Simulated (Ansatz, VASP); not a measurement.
## One calculation of BTe, two programs

File INCAR:

```
SYSTEM = BTe
  ALGO = Normal
  EDIFF = 1E-7
  EDIFFG = -0.01
  ENCUT = 600
  GGA = PE
  IBRION = 2
  ISIF = 3
  ISMEAR = 0
  LASPH = .True.
  LCHARG = .False.
  LREAL = .False.
  LWAVE = .False.
  NELM = 80
  NSW = 100
  PREC = Accurate
  SIGMA = 0.1
```

File KPOINTS:

```
k-points
0
Gamma
  18 18 16
  0 0 0
```

Contents of POSCAR:

```
BTe
1.0
    3.4626104100      0.0000000000      0.0000000000
   -1.7313052100      2.9987085800      0.0000000000
    0.0000000000      0.0000000000      3.3355543700
B Te
1 1
Direct
    0.3333333300      0.6666666700      0.5000000000
    0.0000000000      0.0000000000      0.0000000000
```

Input for Ansatz:

```yaml
crystal:
  lattice:
    - [3.46261041, 0.0, 0.0]
    - [-1.73130521, 2.99870858, 0.0]
    - [0.0, 0.0, 3.33555437]
  atoms:
    - { symbol: B, position: [0.33333333, 0.66666667, 0.5] }
    - { symbol: Te, position: [0.0, 0.0, 0.0] }
basis:
  ecutwfc: 420
kpoints:
  mp_grid: { grid: [18, 18, 16] }
hamiltonian:
  xc: pbe
scf:
  occupations: { method: gaussian, width: 0.1 }
output:
  forces: true
  stress: true
  eigenvalues: true
  write_density: true
  write_potential: true
  elf: true
  volumetric_format: npy
relax:
  adjacent_minimum: "off"
  f_tol: 0.01
  max_steps: 80
  cell: { stress_tol: 0.05 }
```

Alike in both runs: task relaxation of cell and atoms; functional PBE; k mesh 18 × 18 × 16; occupations gaussian, width 0.1 eV; no spin polarisation.

```csv
,VASP,Ansatz
version,VASP 6.6.1,Ansatz 0.2.0
potentials or method,"VASP PAW PBE potentials, release 64 (B, Te), cutoff 600 eV","scalar-relativistic, plane waves, PAW"
valence electrons in the cell,9,19
```

|  | VASP | Ansatz | Ansatz less VASP |
| --- | --- | --- | --- |
| gap on the k mesh at the Fermi level, each at its own relaxed structure (eV) | none | none | - |
| relaxed volume (Å³/atom) | 16.95 | 16.97 | +0.018 |
| relaxed cell length with the largest relative difference (Å) | 3.451 | 3.452 | +0.0013 |

A gap of «none» marks a metal or a gap that the smearing closes. VASP's potentials hold 9 valence electrons a cell and Ansatz's 19, so a difference there can come from the potentials and not from the codes.

Spin-orbit coupling is off throughout.
